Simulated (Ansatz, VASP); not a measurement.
# One calculation of Si5CN8, two programs

The input POSCAR:

```
Si5CN8
1.0
    7.4235539307      0.0000000000      0.0290457432
    0.0000000000      2.8508246476      0.0000000000
   -3.6866276823      0.0000000000      6.4101722553
Si C N
5 1 8
Direct
    0.5898088958      0.5000000000      0.8276431059
    0.8223570418      0.0000000000      0.2330424979
    0.7851568776      0.0000000000      0.6037710170
    0.2263451710      0.5000000000      0.4080063357
    0.3965598530      0.0000000000      0.1588515194
    0.1941528665      0.5000000000      0.7746667132
    0.3208686344      0.5000000000      0.6757189526
    0.6597471255      0.0000000000      0.3329497692
    0.7085361500      0.5000000000      0.6782493909
    0.6628042940      0.0000000000      0.9705292156
    0.0551331858      0.0000000000      0.7092953518
    0.9651196060      0.5000000000      0.2973302960
    0.2968936943      0.0000000000      0.3279145769
    0.3165166042      0.5000000000      0.0020312578
```

File INCAR.step1:

```
SYSTEM = Si5CN8
ALGO = Normal ; EDIFF = 1E-5
ENCUT = 520 ; GGA = PE
GGA_COMPAT = .False. ; ISIF = 2
ISMEAR = 0 ; KPAR = 4
LASPH = .True. ; LCHARG = .False.
LREAL = .False. ; LWAVE = .True.
NBANDS = 45 ; NELM = 120
PREC = Accurate ; SIGMA = 0.01
```

File INCAR.step2:

```
SYSTEM = Si5CN8
ALGO = Normal ; EDIFF = 1E-6
ENCUT = 520 ; GGA = PE
GGA_COMPAT = .False. ; HFSCREEN = 0.2079
ISIF = 2 ; ISMEAR = 0
ISTART = 1 ; KPAR = 4
LASPH = .True. ; LCHARG = .False.
LHFCALC = .True. ; LREAL = .False.
LWAVE = .False. ; NBANDS = 45
NELM = 120 ; PREC = Accurate
PRECFOCK = Fast ; SIGMA = 0.01
```

KPOINTS

```
k-points
0
Gamma
  2 6 2
  0 0 0
```

Input for Ansatz:

```yaml
crystal:
  lattice:
    - [7.4235539307, 0.0, 0.0290457432]
    - [0.0, 2.8508246476, 0.0]
    - [-3.6866276823, 0.0, 6.4101722553]
  atoms:
    - { symbol: Si, position: [0.5898088958, 0.5, 0.8276431059] }
    - { symbol: Si, position: [0.8223570418, 0.0, 0.2330424979] }
    - { symbol: Si, position: [0.7851568776, 0.0, 0.603771017] }
    - { symbol: Si, position: [0.226345171, 0.5, 0.4080063357] }
    - { symbol: C, position: [0.1941528665, 0.5, 0.7746667132] }
    - { symbol: Si, position: [0.396559853, 0.0, 0.1588515194] }
    - { symbol: "N", position: [0.3208686344, 0.5, 0.6757189526] }
    - { symbol: "N", position: [0.6597471255, 0.0, 0.3329497692] }
    - { symbol: "N", position: [0.70853615, 0.5, 0.6782493909] }
    - { symbol: "N", position: [0.662804294, 0.0, 0.9705292156] }
    - { symbol: "N", position: [0.0551331858, 0.0, 0.7092953518] }
    - { symbol: "N", position: [0.965119606, 0.5, 0.297330296] }
    - { symbol: "N", position: [0.2968936943, 0.0, 0.3279145769] }
    - { symbol: "N", position: [0.3165166042, 0.5, 0.0020312578] }
kpoints:
  mp_grid: { grid: [2, 6, 2] }
  band_path:
    path:
      - [0.0, 0.0, 0.0]
      - [0.0, -0.5, 0.0]
      - [0.5, -0.5, 0.0]
      - [0.5, 0.0, 0.0]
      - [0.5, 0.0, -0.5]
      - [0.5, -0.5, -0.5]
      - [0.0, -0.5, -0.5]
      - [0.0, 0.0, -0.5]
      - [0.0, 0.166667, 0.0]
      - [-0.002604, 0.0, 0.0]
      - [0.0, -0.05, 0.0]
    npoints: 1
hamiltonian:
  xc: hse06
scf:
  occupations: { method: fixed }
  n_extra_bands: 7
output:
  forces: true
  stress: true
  eigenvalues: true
```

Alike in both runs: task single point; functional HSE06; k mesh 2 × 6 × 2; no spin polarisation.

```csv
,VASP,Ansatz
version,VASP 6.6.1,Ansatz 0.2.0
potentials or method,"VASP PAW PBE potentials, release 64 (Si, C, N)","plane waves, PAW"
plane-wave cutoff (eV),520,420
occupations,"gaussian, width 0.01 eV",fixed
valence electrons in the cell,64,64
```

Ansatz gave:

* gap on the k mesh at the Fermi level (eV): 3.44
* pressure (GPa): -1.4
* rms of the force components (eV/Å): 0.083

Problem. Which values does VASP return?

Solution. gap on the k mesh at the Fermi level (eV): 3.44; pressure (GPa): -1.9; rms of the force components (eV/Å): 0.075.

Ansatz's warnings: stress exchange threshold loose, stress scf threshold loose.

The k mesh is coarse, so the values compare programs but aren't converged.
